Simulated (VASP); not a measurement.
Input of a VASP 6.6.1 run:

The input INCAR:

```
ALGO = Normal
DIPOL = 0.5 0.5 0.500
EDIFF = 1E-6
ENCUT = 520
GGA = PE
IDIPOL = 3
ISIF = 2
ISMEAR = 0
IVDW = 12
LASPH = True
LCHARG = True
LDIPOL = True
LELF = True
LREAL = False
LVACPOTAV = True
LVHAR = True
LWAVE = False
NBANDS = 12
NELM = 100
PREC = Accurate
SIGMA = 0.02
```

File KPOINTS:

```
k-points
0
Gamma
  9 9 1
```

File POSCAR:

```
P
1.0
    3.0100000000      0.0000000000      0.0000000000
   -1.5050000000      2.6067364654      0.0000000000
    0.0000000000      0.0000000000     28.0000000000
P
2
Direct
    0.3333333333      0.6666666667      0.5190535714
    0.6666666667      0.3333333333      0.4809464286
```

Potentials or basis: VASP PAW PBE potentials, release 64 (P).

Run with:

```console
$ cat potpaw_PBE.64/P/POTCAR > POTCAR
$ mpirun -np 1 vasp_std > vasp.out
```

Q: What does it give for the dispersion energy per atom?

A: -0.253 eV.

Q: What does it give for the largest force?

A: 5.302 eV/Å.

Forces on the atoms (eV/Å):
```
P    0.000  0.000  5.302
P    0.000  0.000 -5.302
```
